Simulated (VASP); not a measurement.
# Au (Fm-3m) in VASP: single point with PBE

Aim: the single point of Au with PBE.

Program: VASP 6.6.1. These are calculated values, not measurements. Logs are shortened: lines on timing, memory, paths and dates and some standing lists are left out, and cuts for length are marked.

### Step 1. The cell of the first run

Symmetry: Fm-3m, No. 225, cubic system. Conventional cell: a = 4.091 Å, b = 4.091 Å, c = 4.091 Å, α = 90.00°, β = 90.00°, γ = 90.00°. Au (site symmetry m-3m) has 12 Au at 2.89 Å within 3.8 Å.

### Step 2. Single point, PBE

Input file INCAR:

```
ALGO = Fast
EDIFF = 1E-6
ENCUT = 520
GGA = PE
ISIF = 2
ISMEAR = 0
LASPH = True
LCHARG = False
LREAL = False
LWAVE = False
NBANDS = 54
NELM = 100
PREC = Accurate
SIGMA = 0.15
```

Input file KPOINTS:

```
k-points
0
Gamma
  10 10 10
```

Input file POSCAR:

```
Au
1.0
   -4.0910000000     -4.0910000000      0.0000000000
    0.0000000000     -4.0910000000      4.0910000000
   -4.0910000000      0.0000000000      4.0910000000
Au
8
Direct
    0.5000000000      0.0000000000      0.0000000000
    0.0000000000      0.0000000000      0.0000000000
    0.5000000000      0.5000000000      0.0000000000
    0.0000000000      0.5000000000      0.0000000000
    0.5000000000      0.0000000000      0.5000000000
    0.0000000000      0.0000000000      0.5000000000
    0.5000000000      0.5000000000      0.5000000000
    0.0000000000      0.5000000000      0.5000000000
```

Potentials or basis: VASP PAW PBE potentials, release 64 (Au).

Command:

```console
$ cat potpaw_PBE.64/Au/POTCAR > POTCAR
$ mpirun -np 1 vasp_std > vasp.out
```

OUTCAR:

```text
EDIFF = 1E-6
   ENCUT = 520
   GGA = PE
   ISIF = 2
   ISMEAR = 0
   LASPH = True
   LREAL = False
   NELM = 100
   PREC = Accurate

 ion  position               nearest neighbor table
   1  0.500  0.000  0.000-   2 2.89   3 2.89   5 2.89   5 2.89   6 2.89   7 2.89   3 2.89   4 2.89
                             7 2.89   2 2.89   4 2.89   6 2.89
   2  0.000  0.000  0.000-   1 2.89   4 2.89   6 2.89   5 2.89   6 2.89   8 2.89   3 2.89   4 2.89
                             8 2.89   1 2.89   3 2.89   5 2.89
   3  0.500  0.500  0.000-   1 2.89   4 2.89   7 2.89   5 2.89   7 2.89   8 2.89   1 2.89   2 2.89
                             5 2.89   2 2.89   4 2.89   8 2.89
   4  0.000  0.500  0.000-   2 2.89   3 2.89   8 2.89   6 2.89   7 2.89   8 2.89   1 2.89   2 2.89
                             6 2.89   1 2.89   3 2.89   7 2.89
   5  0.500  0.000  0.500-   1 2.89   6 2.89   7 2.89   1 2.89   2 2.89   3 2.89   3 2.89   7 2.89
                             8 2.89   2 2.89   6 2.89   8 2.89
   6  0.000  0.000  0.500-   2 2.89   5 2.89   8 2.89   1 2.89   2 2.89   4 2.89   4 2.89   7 2.89
                             8 2.89   1 2.89   5 2.89   7 2.89
   7  0.500  0.500  0.500-   3 2.89   5 2.89   8 2.89   1 2.89   3 2.89   4 2.89   1 2.89   5 2.89
                             6 2.89   4 2.89   6 2.89   8 2.89
   8  0.000  0.500  0.500-   4 2.89   6 2.89   7 2.89   2 2.89   3 2.89   4 2.89   2 2.89   5 2.89
                             6 2.89   3 2.89   5 2.89   7 2.89

  LATTYP: Found a face centered cubic cell.
 ALAT       =     8.1820000000

  Lattice vectors:

 A1 = (  -4.0910000000,  -4.0910000000,   0.0000000000)
 A2 = (   0.0000000000,  -4.0910000000,   4.0910000000)
 A3 = (  -4.0910000000,   0.0000000000,   4.0910000000)

Analysis of symmetry for initial positions (statically):
=====================================================================
 Subroutine PRICEL returns following result:

  LATTYP: Found a face centered cubic cell.
 ALAT       =     4.0910000000

  Lattice vectors:

 A1 = (  -2.0455000000,  -2.0455000000,   0.0000000000)
 A2 = (   0.0000000000,  -2.0455000000,   2.0455000000)
 A3 = (  -2.0455000000,   0.0000000000,   2.0455000000)

   8 primitive cells build up your supercell.

 Routine SETGRP: Setting up the symmetry group for a
 face centered cubic supercell.

 Subroutine GETGRP returns: Found 48 space group operations
 (whereof 48 operations were pure point group operations)
 out of a pool of 48 trial point group operations.

The static configuration has the point symmetry O_h .

Analysis of symmetry for dynamics (positions and initial velocities):
=====================================================================
 Subroutine PRICEL returns following result:

  LATTYP: Found a face centered cubic cell.
 ALAT       =     4.0910000000

  Lattice vectors:

 A1 = (  -2.0455000000,  -2.0455000000,   0.0000000000)
 A2 = (   0.0000000000,  -2.0455000000,   2.0455000000)
 A3 = (  -2.0455000000,   0.0000000000,   2.0455000000)

   8 primitive cells build up your supercell.

 Routine SETGRP: Setting up the symmetry group for a
 face centered cubic supercell.

 Subroutine GETGRP returns: Found 48 space group operations
 (whereof 48 operations were pure point group operations)
 out of a pool of 48 trial point group operations.

The dynamic configuration has the point symmetry O_h .

 Subroutine INISYM returns: Found 48 space group operations
 (whereof 48 operations are pure point group operations),
 and found     8 'primitive' translations

----------------------------------------------------------------------------------------

                                     Primitive cell

  volume of cell :      17.1170

  direct lattice vectors                    reciprocal lattice vectors
    -2.045500000 -2.045500000  0.000000000    -0.244439012 -0.244439012 -0.244439012
     0.000000000 -2.045500000  2.045500000     0.244439012 -0.244439012  0.244439012
    -2.045500000  0.000000000  2.045500000    -0.244439012  0.244439012  0.244439012

  length of vectors
     2.892773842  2.892773842  2.892773842     0.423380789  0.423380789  0.423380789

  position of ions in fractional coordinates (direct lattice)
     1.000000000  0.000000000  0.000000000

  ion indices of the primitive-cell ions
   primitive index   ion index
                 1           1

----------------------------------------------------------------------------------------

 KPOINTS: k-points

Automatic generation of k-mesh.
 Grid dimensions read from file:
 generate k-points for:   10   10   10

 Generating k-lattice:

  Cartesian coordinates                     Fractional coordinates (reciprocal lattice)
    -0.012221951 -0.012221951 -0.012221951     0.100000000  0.000000000  0.000000000
     0.012221951 -0.012221951  0.012221951     0.000000000  0.100000000  0.000000000
    -0.012221951  0.012221951  0.012221951     0.000000000  0.000000000  0.100000000

  Length of vectors
     0.021169039  0.021169039  0.021169039

  Shift w.r.t. Gamma in fractional coordinates (k-lattice)
     0.000000000  0.000000000  0.000000000

 Subroutine IBZKPT returns following result:
 ===========================================

 Found     47 irreducible k-points:

 Following reciprocal coordinates:
            Coordinates               Weight
  0.000000  0.000000  0.000000      1.000000
  0.100000  0.000000  0.000000      8.000000
  0.200000  0.000000  0.000000      8.000000
  0.300000  0.000000  0.000000      8.000000
  0.400000  0.000000  0.000000      8.000000
  0.500000  0.000000  0.000000      4.000000
[... 16 lines left out ...]
  0.300000  0.300000  0.000000      6.000000
  0.400000  0.300000  0.000000     24.000000
 [... further k-points ...]
   k-points           NKPTS =     47   k-points in BZ     NKDIM =     47   number of bands    NBANDS=     54
   number of dos      NEDOS =    301   number of ions     NIONS =      8
   total plane-waves  NPLWV = 110592
   dimension x,y,z NGX =    48 NGY =   48 NGZ =   48
   dimension x,y,z NGXF=    96 NGYF=   96 NGZF=   96
   ions per type =               8
   NGX,Y,Z   is equivalent  to a cutoff of  13.79, 13.79, 13.79 a.u.
   NGXF,Y,Z  is equivalent  to a cutoff of  27.59, 27.59, 27.59 a.u.
 SYSTEM =  unknown system
   PREC   = accura    normal or accurate (medium, high low for compatibility)
   ISTART =      0    job   : 0-new  1-cont  2-samecut
   ICHARG =      2    charge: 1-file 2-atom 10-const
   ISPIN  =      1    spin polarized calculation?
   LNONCOLLINEAR =      F non collinear calculations
   LSORBIT =      F    spin-orbit coupling
   LASPH  =      T    aspherical Exc in radial PAW
   ENCUT  =  520.0 eV  38.22 Ry    6.18 a.u.  10.76 10.76 10.76*2*pi/ulx,y,z
   NELM   =    100;   NELMIN=  2; NELMDL= -5     # of ELM steps
   EDIFF  = 0.1E-05   stopping-criterion for ELM
   LREAL  =      F    real-space projection
   EDIFFG = 0.1E-04   stopping-criterion for IOM
   NSW    =      0    number of steps for IOM
   IBRION =     -1    ionic relax: 0-MD 1-quasi-New 2-CG
   NFREE  =      0    steps in history (QN), initial steepest desc. (CG)
   ISIF   =      2    stress and relaxation
   ISYM   =      2    0-nonsym 1-usesym 2-fastsym
   POTIM  = 0.5000    time-step for ionic-motion
   TEBEG  =    0.0;   TEEND  =   0.0 temperature during run
   PSTRESS=    0.0 pullay stress
   NELECT =      88.0000    total number of electrons
   NUPDOWN=      -1.0000    fix difference up-down
   EMIN   =  10.00;   EMAX   =-10.00  energy-range for DOS
   EFERMI =   0.00;   METHOD = LEGACY
   ISMEAR =     0;   SIGMA  =   0.15  broadening in eV -4-tet -1-fermi 0-gaus
   EFERMI_NEDOS =   21; number of points for ismear=-14 and -15
   IALGO  =     68    algorithm
   IMIX   =      4    mixing-type and parameters
     AMIX     =   0.40;   BMIX     =  1.00
     AMIX_MAG =   1.60;   BMIX_MAG =  1.00
  volume/ion in A,a.u.               =      17.12       115.51
  Fermi-wavevector in a.u.,A,eV,Ry     =   1.412742  2.669696 27.155058  1.995840
  Thomas-Fermi vector in A             =   2.534459
   LORBIT       =      0    0 simple, 1 ext, 2 COOP (PROOUT), +10 PAW based schemes
   GGA     = PE    functional components
   LHFCALC =     F    Hartree Fock is set to
   AEXX    =    0.0000 exact exchange contribution
   IVDW    =     0    specifies the selected vdW correction
   LEPSILON=     F    determine dielectric tensor
   LRPA    =     F    only Hartree local field effects (RPA)
 non-spin polarized calculation
 RMM-DIIS sequential band-by-band and
 Gauss-broadening in eV      SIGMA  =   0.15
  energy-cutoff  :      520.00
  volume of cell :      136.94
 maximum number of plane-waves:      3708
 NGX is ok and might be reduce to    48
   NGX = 21   NGY = 21   NGZ = 21

 number of electron      88.0000001 magnetization

 Free energy of the ion-electron system (eV)
  ---------------------------------------------------
  ext. energy  EPLUGINS =         0.00000000
  ---------------------------------------------------
  free energy    TOTEN  =       -25.63115405 eV

  energy without entropy =      -25.60805802  energy(sigma->0) =      -25.61960603

 E-fermi :   9.3845     XC(G=0): -12.6903

 val. band max:        9.3831624844   @ k =  -0.3000   0.3000   0.0000
 cond. band min:       9.4690698672   @ k =   0.2000   0.0000   0.0000
 fundamental gap:      0.0859073827
 Fermi energy:         9.3844855214

 k-point     1 :       0.0000    0.0000    0.0000
  band No.  band energies     occupation
      1      -0.4080      2.00000
      2       2.1284      2.00000
      3       2.1284      2.00000
      4       2.1284      2.00000
      5       2.1284      2.00000
      6       2.3771      2.00000
[... 46 lines left out ...]
     53      15.1401      0.00000
     54      15.1401      0.00000

 k-point     2 :       0.1000    0.0000    0.0000
  band No.  band energies     occupation
      1      -0.3208      2.00000
      2       2.1282      2.00000
      3       2.1931      2.00000
      4       2.1931      2.00000
      5       2.1931      2.00000
      6       2.4256      2.00000
[... 1246 lines left out ...]
 k-point    24 :       0.4000    0.3000    0.0000
  band No.  band energies     occupation
      1       0.9816      2.00000
      2       2.6207      2.00000
      3       2.6539      2.00000
      4       2.9223      2.00000
      5       2.9223      2.00000
      6       3.0615      2.00000
[... 46 lines left out ...]
     53      15.9493      0.00000
     54      17.0091      0.00000

 [... further k-points ...]

------------------------ aborting loop because EDIFF is reached ----------------------------------------

  FORCE on cell =-STRESS in cart. coord.  units (eV):
  Direction    XX          YY          ZZ          XY          YZ          ZX
  --------------------------------------------------------------------------------------
  -------------------------------------------------------------------------------------
  Total        6.4490140      6.4490140      6.4490140      0.0000000      0.0000000     -0.0000000
  in kB       75.4545560     75.4545560     75.4545560      0.0000000      0.0000000     -0.0000000
  external PRESSURE =      75.4545560 kB  Pullay stress =       0.0000000 kB

 VOLUME and BASIS-vectors are now :
 -----------------------------------------------------------------------------
  energy-cutoff  :      520.00
  volume of cell :      136.94
      direct lattice vectors                 reciprocal lattice vectors
    -4.091000000 -4.091000000  0.000000000    -0.122219506 -0.122219506 -0.122219506
     0.000000000 -4.091000000  4.091000000     0.122219506 -0.122219506  0.122219506
    -4.091000000  0.000000000  4.091000000    -0.122219506  0.122219506  0.122219506

 POSITION                                       TOTAL-FORCE (eV/Angst)
 -----------------------------------------------------------------------------------
     -2.04550     -2.04550      0.00000        -0.000000     -0.000000      0.000000
      0.00000      0.00000      0.00000        -0.000000     -0.000000     -0.000000
     -2.04550     -4.09100      2.04550         0.000000      0.000000     -0.000000
      0.00000     -2.04550      2.04550         0.000000      0.000000      0.000000
     -4.09100     -2.04550      2.04550        -0.000000     -0.000000      0.000000
     -2.04550      0.00000      2.04550        -0.000000      0.000000      0.000000
     -4.09100     -4.09100      4.09100        -0.000000     -0.000000      0.000000
     -2.04550     -2.04550      4.09100        -0.000000      0.000000     -0.000000
 -----------------------------------------------------------------------------------
    total drift:                               -0.000000     -0.000000      0.000000

  FREE ENERGIE OF THE ION-ELECTRON SYSTEM (eV)
  ---------------------------------------------------
  free  energy   TOTEN  =       -25.6311540474 eV

  energy  without entropy=      -25.6080580192  energy(sigma->0) =      -25.61960603
```

Wall time 6.1 min (1 thread of Intel Xeon Platinum 8259CL at 2.50GHz (Skylake/Cascade Lake), shared host); peak memory 0.46 GiB.

What came out:

* Free energy: -25.6312 eV
* Pressure: 7.5 GPa
* Band gap on the k mesh: zero (bands 44 and 45 overlap by 1.96 eV)

Caveat: the cell stands under pressure; spin-orbit coupling is left out, which moves the levels of the heavy elements.

The gap in the log of VASP goes by the Fermi energy; the results here count the filled bands.